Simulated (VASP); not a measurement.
# AlN in VASP: further runs

Runs on AlN. Level: r2SCAN. Tasks: single point.

Program: VASP 6.6.1. These are calculated values, not measurements. Logs are shortened: lines on timing, memory, paths and dates and some standing lists are left out, and cuts for length are marked.

### Step 1. The cell of the first run

The structure is cubic, space group F-43m (No. 216). Conventional cell: a = 4.370 Å, b = 4.370 Å, c = 4.370 Å, α = 90.00°, β = 90.00°, γ = 90.00°. Al (site symmetry -43m) has 4 N at 1.89 Å within 2.5 Å. Within 2.5 Å of N (site symmetry -43m) lie 4 Al at 1.89 Å.

### Step 2. Single point, r2SCAN

File POSCAR:

```
AlN
1.0
    2.1848998483      2.1848998483      0.0000000000
   -2.1848998483      2.1848998483      0.0000000000
    0.0000000000      2.1848998483      2.1848998483
Al N
1 1
Direct
    0.0000000000      0.0000000000      0.0000000000
    0.2500000000      0.7500000000      0.5000000000
```

File INCAR.step1:

```
PREC = Accurate ; ENCUT = 520
ISMEAR = 0 ; SIGMA = 0.01
LREAL = False ; LASPH = True
NELM = 60 ; NBANDS = 11
GGA = PE ; ALGO = Normal
EDIFF = 1E-4 ; LWAVE = True
LCHARG = False
```

File INCAR.step2:

```
PREC = Accurate ; ENCUT = 520
EDIFF = 1E-6 ; ISMEAR = 0
SIGMA = 0.01 ; LREAL = False
LASPH = True ; NELM = 60
ALGO = Normal ; ISIF = 2
LWAVE = False ; LCHARG = False
METAGGA = R2SCAN ; LMIXTAU = True
NBANDS = 11 ; ISTART = 1
```

File KPOINTS:

```
regular mesh
0
Gamma
  10 10 10
```

Potentials or basis: VASP PAW PBE potentials, release 64 (Al, N).

Command:

```console
$ cat potpaw_PBE.64/Al/POTCAR potpaw_PBE.64/N/POTCAR > POTCAR
$ cp INCAR.step1 INCAR
$ mpirun -np 1 vasp_std > vasp.out
$ cp INCAR.step2 INCAR
$ mpirun -np 1 vasp_std > vasp.out
```

OUTCAR:

```text
PREC = Accurate
   ENCUT = 520
   EDIFF = 1E-6
   ISMEAR = 0
   LREAL = False
   LASPH = True
   NELM = 60
   ISIF = 2
   METAGGA = R2SCAN
   ISTART = 1

 ion  position               nearest neighbor table
   1  0.000  0.000  0.000-   2 1.89   2 1.89   2 1.89   2 1.89
   2  0.250  0.750  0.500-   1 1.89   1 1.89   1 1.89   1 1.89

  LATTYP: Found a face centered cubic cell.
 ALAT       =     4.3697996966

  Lattice vectors:

 A1 = (   0.0000000000,   2.1848998483,   2.1848998483)
 A2 = (   2.1848998483,   0.0000000000,   2.1848998483)
 A3 = (   2.1848998483,   2.1848998483,   0.0000000000)

Analysis of symmetry for initial positions (statically):
=====================================================================
 Subroutine PRICEL returns:
 Original cell was already a primitive cell.

 Routine SETGRP: Setting up the symmetry group for a
 face centered cubic supercell.

 Subroutine GETGRP returns: Found 24 space group operations
 (whereof 24 operations were pure point group operations)
 out of a pool of 48 trial point group operations.

The static configuration has the point symmetry T_d .

Analysis of symmetry for dynamics (positions and initial velocities):
=====================================================================
 Subroutine PRICEL returns:
 Original cell was already a primitive cell.

 Routine SETGRP: Setting up the symmetry group for a
 face centered cubic supercell.

 Subroutine GETGRP returns: Found 24 space group operations
 (whereof 24 operations were pure point group operations)
 out of a pool of 48 trial point group operations.

The dynamic configuration has the point symmetry T_d .

 Subroutine INISYM returns: Found 24 space group operations
 (whereof 24 operations are pure point group operations),
 and found     1 'primitive' translations

----------------------------------------------------------------------------------------

                                     Primitive cell

  volume of cell :      20.8605

  direct lattice vectors                    reciprocal lattice vectors
     2.184899848  2.184899848  0.000000000     0.228843441  0.228843441 -0.228843441
    -2.184899848  2.184899848  0.000000000    -0.228843441  0.228843441 -0.228843441
     0.000000000  2.184899848  2.184899848     0.000000000  0.000000000  0.457686882

  length of vectors
     3.089914998  3.089914998  3.089914998     0.396368467  0.396368467  0.457686882

  position of ions in fractional coordinates (direct lattice)
     0.000000000  0.000000000  0.000000000
     0.250000000  0.750000000  0.500000000

  ion indices of the primitive-cell ions
   primitive index   ion index
                 1           1
                 2           2

----------------------------------------------------------------------------------------

 KPOINTS: regular mesh

Automatic generation of k-mesh.
 Grid dimensions read from file:
 generate k-points for:   10   10   10

 Generating k-lattice:

  Cartesian coordinates                     Fractional coordinates (reciprocal lattice)
     0.022884344  0.022884344 -0.022884344     0.100000000  0.000000000  0.000000000
    -0.022884344  0.022884344 -0.022884344     0.000000000  0.100000000  0.000000000
     0.000000000  0.000000000  0.045768688     0.000000000  0.000000000  0.100000000

  Length of vectors
     0.039636847  0.039636847  0.045768688

  Shift w.r.t. Gamma in fractional coordinates (k-lattice)
     0.000000000  0.000000000  0.000000000

 Subroutine IBZKPT returns following result:
 ===========================================

 Found     47 irreducible k-points:

 Following reciprocal coordinates:
            Coordinates               Weight
  0.000000  0.000000  0.000000      1.000000
  0.100000  0.000000  0.000000      8.000000
  0.200000  0.000000  0.000000      8.000000
  0.300000  0.000000  0.000000      8.000000
  0.400000  0.000000  0.000000      8.000000
  0.500000  0.000000  0.000000      4.000000
[... 16 lines left out ...]
  0.300000  0.300000  0.000000     12.000000
  0.400000  0.300000  0.000000     24.000000
 [... further k-points ...]
   k-points           NKPTS =     47   k-points in BZ     NKDIM =     47   number of bands    NBANDS=     11
   number of dos      NEDOS =    301   number of ions     NIONS =      2
   total plane-waves  NPLWV =  13824
   dimension x,y,z NGX =    24 NGY =   24 NGZ =   24
   dimension x,y,z NGXF=    48 NGYF=   48 NGZF=   48
   ions per type =               1   1
   NGX,Y,Z   is equivalent  to a cutoff of  12.91, 12.91, 12.91 a.u.
   NGXF,Y,Z  is equivalent  to a cutoff of  25.83, 25.83, 25.83 a.u.
 SYSTEM =  unknown system
   PREC   = accura    normal or accurate (medium, high low for compatibility)
   ISTART =      1    job   : 0-new  1-cont  2-samecut
   ICHARG =      0    charge: 1-file 2-atom 10-const
   ISPIN  =      1    spin polarized calculation?
   LNONCOLLINEAR =      F non collinear calculations
   LSORBIT =      F    spin-orbit coupling
   LASPH  =      T    aspherical Exc in radial PAW
   ENCUT  =  520.0 eV  38.22 Ry    6.18 a.u.   5.75  5.75  5.75*2*pi/ulx,y,z
   NELM   =     60;   NELMIN=  2; NELMDL=  0     # of ELM steps
   EDIFF  = 0.1E-05   stopping-criterion for ELM
   LREAL  =      F    real-space projection
   EDIFFG = 0.1E-04   stopping-criterion for IOM
   NSW    =      0    number of steps for IOM
   IBRION =     -1    ionic relax: 0-MD 1-quasi-New 2-CG
   NFREE  =      0    steps in history (QN), initial steepest desc. (CG)
   ISIF   =      2    stress and relaxation
   ISYM   =      2    0-nonsym 1-usesym 2-fastsym
   POTIM  = 0.5000    time-step for ionic-motion
   TEBEG  =    0.0;   TEEND  =   0.0 temperature during run
   PSTRESS=    0.0 pullay stress
   NELECT =       8.0000    total number of electrons
   NUPDOWN=      -1.0000    fix difference up-down
   EMIN   =  10.00;   EMAX   =-10.00  energy-range for DOS
   EFERMI =   0.00;   METHOD = LEGACY
   ISMEAR =     0;   SIGMA  =   0.01  broadening in eV -4-tet -1-fermi 0-gaus
   EFERMI_NEDOS =   21; number of points for ismear=-14 and -15
   IALGO  =     38    algorithm
   IMIX   =      4    mixing-type and parameters
     AMIX     =   0.40;   BMIX     =  1.00
     AMIX_MAG =   1.60;   BMIX_MAG =  1.00
  volume/ion in A,a.u.               =      10.43        70.39
  Fermi-wavevector in a.u.,A,eV,Ry     =   1.189406  2.247651 19.247966  1.414686
  Thomas-Fermi vector in A             =   2.325514
   LORBIT       =      0    0 simple, 1 ext, 2 COOP (PROOUT), +10 PAW based schemes
   METAGGA = R2SCAN    functional components
   LHFCALC =     F    Hartree Fock is set to
   AEXX    =    0.0000 exact exchange contribution
   IVDW    =     0    specifies the selected vdW correction
   LEPSILON=     F    determine dielectric tensor
   LRPA    =     F    only Hartree local field effects (RPA)
 non-spin polarized calculation
 Gauss-broadening in eV      SIGMA  =   0.01
  energy-cutoff  :      520.00
  volume of cell :       20.86
 maximum number of plane-waves:       588
   NGX = 11   NGY = 11   NGZ = 11

 number of electron       8.0000000 magnetization

 Free energy of the ion-electron system (eV)
  ---------------------------------------------------
  ext. energy  EPLUGINS =         0.00000000
  ---------------------------------------------------
  free energy    TOTEN  =       -19.17972338 eV

  energy without entropy =      -19.17972338  energy(sigma->0) =      -19.17972338

 E-fermi :   5.7520     XC(G=0): -11.4128

 val. band max:        5.6814561093   @ k =   0.0000   0.0000   0.0000
 cond. band min:       9.6152494355   @ k =   0.5000   0.5000   0.0000
 fundamental gap:      3.9337933262
 Fermi energy:         5.7519678196

 k-point     1 :       0.0000    0.0000    0.0000
  band No.  band energies     occupation
      1     -10.0530      2.00000
      2       5.6815      2.00000
      3       5.6815      2.00000
      4       5.6815      2.00000
      5      10.5623      0.00000
      6      19.1900      0.00000
      7      19.1900      0.00000
      8      19.1900      0.00000
      9      24.2055      0.00000
     10      24.2055      0.00000
     11      25.9153      0.00000

 k-point     2 :       0.1000    0.0000    0.0000
  band No.  band energies     occupation
      1      -9.9065      2.00000
      2       4.8809      2.00000
      3       5.6295      2.00000
      4       5.6295      2.00000
      5      11.2214      0.00000
      6      18.8111      0.00000
      7      19.3304      0.00000
      8      19.3304      0.00000
      9      22.9791      0.00000
     10      22.9791      0.00000
     11      25.1128      0.00000

 k-point     3 :       0.2000    0.0000    0.0000
  band No.  band energies     occupation
      1      -9.4914      2.00000
      2       3.2584      2.00000
      3       5.4995      2.00000
      4       5.4995      2.00000
      5      12.3876      0.00000
      6      18.0205      0.00000
      7      19.2229      0.00000
      8      19.2229      0.00000
      9      22.4852      0.00000
     10      22.4852      0.00000
     11      24.2371      0.00000

 k-point     4 :       0.3000    0.0000    0.0000
  band No.  band energies     occupation
      1      -8.8940      2.00000
      2       1.5876      2.00000
      3       5.3501      2.00000
      4       5.3501      2.00000
      5      13.2832      0.00000
      6      17.2591      0.00000
      7      18.4872      0.00000
      8      18.4872      0.00000
      9      23.6605      0.00000
     10      23.6605      0.00000
     11      24.0920      0.00000
[... 239 lines left out ...]
 k-point    22 :      -0.2000    0.2000    0.0000
  band No.  band energies     occupation
      1      -9.3068      2.00000
      2       3.4782      2.00000
      3       4.9719      2.00000
      4       4.9719      2.00000
      5      12.5136      0.00000
      6      17.4107      0.00000
      7      18.3957      0.00000
      8      20.2739      0.00000
      9      20.2739      0.00000
     10      25.4745      0.00000
     11      28.3749      0.00000

 k-point    23 :       0.3000    0.3000    0.0000
  band No.  band energies     occupation
      1      -7.7372      2.00000
      2       1.1800      2.00000
      3       2.4137      2.00000
      4       4.8085      2.00000
      5      13.2224      0.00000
      6      16.3824      0.00000
      7      18.9129      0.00000
      8      19.5067      0.00000
      9      24.0631      0.00000
     10      24.1611      0.00000
     11      30.3704      0.00000

 k-point    24 :       0.4000    0.3000    0.0000
  band No.  band energies     occupation
      1      -7.5375      2.00000
      2       1.1168      2.00000
      3       2.3401      2.00000
      4       4.4781      2.00000
      5      12.1779      0.00000
      6      16.7250      0.00000
      7      19.4329      0.00000
      8      20.1817      0.00000
      9      22.5363      0.00000
     10      26.1046      0.00000
     11      31.2299      0.00000

 [... further k-points ...]
[... 5 lines left out ...]
  --------------------------------------------------------------------------------------
  -------------------------------------------------------------------------------------
  Total       -0.0510813     -0.0510813     -0.0510813     -0.0000000      0.0000000     -0.0000000
  in kB       -3.9232712     -3.9232712     -3.9232712     -0.0000000      0.0000000     -0.0000000
  external PRESSURE =      -3.9232712 kB  Pullay stress =       0.0000000 kB

 VOLUME and BASIS-vectors are now :
 -----------------------------------------------------------------------------
  energy-cutoff  :      520.00
  volume of cell :       20.86
      direct lattice vectors                 reciprocal lattice vectors
     2.184899848  2.184899848  0.000000000     0.228843441  0.228843441 -0.228843441
    -2.184899848  2.184899848  0.000000000    -0.228843441  0.228843441 -0.228843441
     0.000000000  2.184899848  2.184899848     0.000000000  0.000000000  0.457686882

 POSITION                                       TOTAL-FORCE (eV/Angst)
 -----------------------------------------------------------------------------------
      0.00000      0.00000      0.00000        -0.000000      0.000000     -0.000000
     -1.09245      3.27735      1.09245         0.000000     -0.000000      0.000000
 -----------------------------------------------------------------------------------
    total drift:                                0.000000      0.000000      0.000000

  FREE ENERGIE OF THE ION-ELECTRON SYSTEM (eV)
  ---------------------------------------------------
  free  energy   TOTEN  =       -19.1797233758 eV

  energy  without entropy=      -19.1797233758  energy(sigma->0) =      -19.17972338
```

Run time: 24 s. Hardware: 1 thread of Intel Xeon 6975P-C, shared host; peak memory 0.14 GiB.

What came out:

- Free energy: -19.1797 eV
- Pressure: -0.4 GPa
- Band gap on the k mesh: 3.93 eV, indirect (least direct gap 4.88 eV)

Caveat: the PAW data sets were made with another functional, which shifts forces and pressure a little. A k mesh can miss the band edges.

### Step 3. Single point, r2SCAN (in-plane strain -0.02)

File POSCAR:

```
AlN
1.0
    2.1412018513      2.1412018513      0.0000000000
   -2.1412018513      2.1412018513      0.0000000000
    0.0000000000      2.1412018513      2.2111186464
Al N
1 1
Direct
    0.0000000000      0.0000000000      0.0000000000
    0.2500000000      0.7500000000      0.5000000000
```

File INCAR.step1:

```
SYSTEM = AlN
ALGO = Normal
EDIFF = 1E-4
ENCUT = 520
GGA = PE
ISMEAR = 0
LASPH = .True.
LCHARG = .False.
LREAL = .False.
LWAVE = .True.
NBANDS = 11
NELM = 60
PREC = Accurate
SIGMA = 0.01
```

File INCAR.step2:

```
SYSTEM = AlN
ALGO = Normal
EDIFF = 1E-6
ENCUT = 520
ISIF = 2
ISMEAR = 0
ISTART = 1
LASPH = .True.
LCHARG = .False.
LMIXTAU = .True.
LREAL = .False.
LWAVE = .False.
METAGGA = R2SCAN
NBANDS = 11
NELM = 60
PREC = Accurate
SIGMA = 0.01
```

File KPOINTS:

```
k-points
0
Gamma
  10 10 10
  0 0 0
```

Potentials or basis: VASP PAW PBE potentials, release 64 (Al, N).

Command:

```console
$ cat potpaw_PBE.64/Al/POTCAR potpaw_PBE.64/N/POTCAR > POTCAR
$ cp INCAR.step1 INCAR
$ mpirun -np 1 vasp_std > vasp.out
$ cp INCAR.step2 INCAR
$ mpirun -np 1 vasp_std > vasp.out
```

It took 49 s on 1 thread of Intel Xeon 6975P-C, shared host; peak memory 0.15 GiB.

It converged, with:

* Free energy: -19.1624 eV
* Pressure: 5.9 GPa
* Band gap on the k mesh: 3.85 eV, indirect (least direct gap 5.09 eV)

Stress tensor (GPa, compression positive):
```
7.57 0.00 0.00
0.00 7.57 0.00
0.00 0.00 2.45
```

Levels at points of the mesh, in eV from the valence-band top:
```tsv
k point	band 1	band 2	band 3	band 4	band 5	band 6	band 7	band 8	band 9
(0.00, 0.00, 0.00)	-15.96	-0.16	-0.01	-0.01	5.09	13.73	13.73	13.77	18.09
(0.50, 0.00, 0.00)	-13.87	-6.07	-0.70	-0.40	8.36	10.97	11.83	12.38	19.61
(0.50, 0.50, 0.00)	-13.16	-4.99	-1.99	-1.98	3.85	9.42	15.73	16.64	17.68
(0.00, 0.00, 0.50)	-13.31	-5.30	-1.71	-1.71	4.01	9.93	15.13	17.44	17.44
```

Caveat: the cell differs from its parent crystal (in-plane strain -0.02); the PAW data sets were made with another functional, which shifts forces and pressure a little. A k mesh can miss the band edges.

### Step 4. Single point, r2SCAN (in-plane strain -0.02, then relaxed in part)

POSCAR: that of step 3 with these lines changed.

```diff
@@ -4,3 +4,3 @@
    -2.1412018513      2.1412018513      0.0000000000
-    0.0000000000      2.1412018513      2.2111186464
+    0.0000000000      2.1412018513      2.2285595738
 Al N
```

File INCAR.step1:

```
SYSTEM = AlN
PREC = Accurate ; ENCUT = 520
ISMEAR = 0 ; SIGMA = 0.01
LREAL = .FALSE. ; LASPH = .TRUE.
NELM = 80 ; NBANDS = 11
GGA = PE ; ALGO = Normal
EDIFF = 1E-4 ; LWAVE = .TRUE.
LCHARG = .FALSE.
```

File INCAR.step2:

```
SYSTEM = AlN
PREC = Accurate ; ENCUT = 520
EDIFF = 1E-7 ; ISMEAR = 0
SIGMA = 0.01 ; LREAL = .FALSE.
LASPH = .TRUE. ; NELM = 80
ALGO = Normal ; ISIF = 2
LWAVE = .FALSE. ; LCHARG = .FALSE.
METAGGA = R2SCAN ; LMIXTAU = .TRUE.
NBANDS = 11 ; ISTART = 1
```

File KPOINTS:

```
Automatic mesh
0
G
  10 10 10
  0 0 0
```

Command:

```console
$ cat potpaw_PBE.64/Al/POTCAR potpaw_PBE.64/N/POTCAR > POTCAR
$ cp INCAR.step1 INCAR
$ mpirun -np 1 vasp_std > vasp.out
$ cp INCAR.step2 INCAR
$ mpirun -np 1 vasp_std > vasp.out
```

Run time: 53 s. Hardware: 1 thread of Intel Xeon 6975P-C, shared host; peak memory 0.15 GiB.

The run converged. Its results:

```yaml
Free_energy: -19.1636 eV
Pressure: 4.0 GPa
Band_gap_on_the_k_mesh: 3.82 eV, indirect (least direct gap 5.00 eV)
```

Stress tensor (GPa, compression positive):
```
 6.19  0.00  0.00
 0.00  6.19  0.00
 0.00  0.00 -0.38
```

Levels at points of the mesh, in eV from the valence-band top:
| k point | band 1 | band 2 | band 3 | band 4 | band 5 | band 6 | band 7 | band 8 | band 9 |
| --- | --- | --- | --- | --- | --- | --- | --- | --- | --- |
| (0.00, 0.00, 0.00) | -15.93 | -0.20 | -0.01 | -0.01 | 4.99 | 13.63 | 13.63 | 13.68 | 17.85 |
| (0.50, 0.00, 0.00) | -13.86 | -6.06 | -0.75 | -0.38 | 8.24 | 10.89 | 11.72 | 12.38 | 19.45 |
| (0.50, 0.50, 0.00) | -13.15 | -4.96 | -2.02 | -2.01 | 3.82 | 9.31 | 15.64 | 16.37 | 17.66 |
| (0.00, 0.00, 0.50) | -13.34 | -5.35 | -1.67 | -1.67 | 4.02 | 9.94 | 14.89 | 17.36 | 17.36 |

Caveat: the cell differs from its parent crystal (in-plane strain -0.02, then relaxed in part); the PAW data sets were made with another functional, which shifts forces and pressure a little. A k mesh can miss the band edges.

[end of part 1 of 2]
